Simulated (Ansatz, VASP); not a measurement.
# C: VASP beside Ansatz

```
C
1.0
     0.00000    1.68755    1.90390
     1.68755    0.00000    1.90390
     1.68755    1.68755    0.00000
C
2
Cartesian
  1.6876 1.6876 1.9039
  2.5313 2.5313 2.8558
```

Alike in both runs: task single point; functional PBE; k mesh 12 × 12 × 12; occupations gaussian, width 0.05 eV; no spin polarisation.

|  | VASP | Ansatz |
| --- | --- | --- |
| version | VASP 6.6.1 | Ansatz 0.2.0 |
| potentials or method | VASP PAW PBE potentials, release 64 (C), cutoff 520 eV | scalar-relativistic, plane waves, PAW |
| valence electrons in the cell | 8 | 8 |

|  | VASP | Ansatz | Ansatz less VASP |
| --- | --- | --- | --- |
| gap on the k mesh at the Fermi level (eV) | 2.71 | 2.72 | +0.009 |
| least direct gap on the mesh (eV) | 4.64 | 4.64 | +0.004 |
| pressure (GPa) | 24.5 | 23.7 | -0.78 |
| traceless stress, the component that is largest in VASP (GPa) | -87.80 | -87.84 | -0.037 |

With one functional, cell and mesh, what is left measures potentials, basis and numerics.
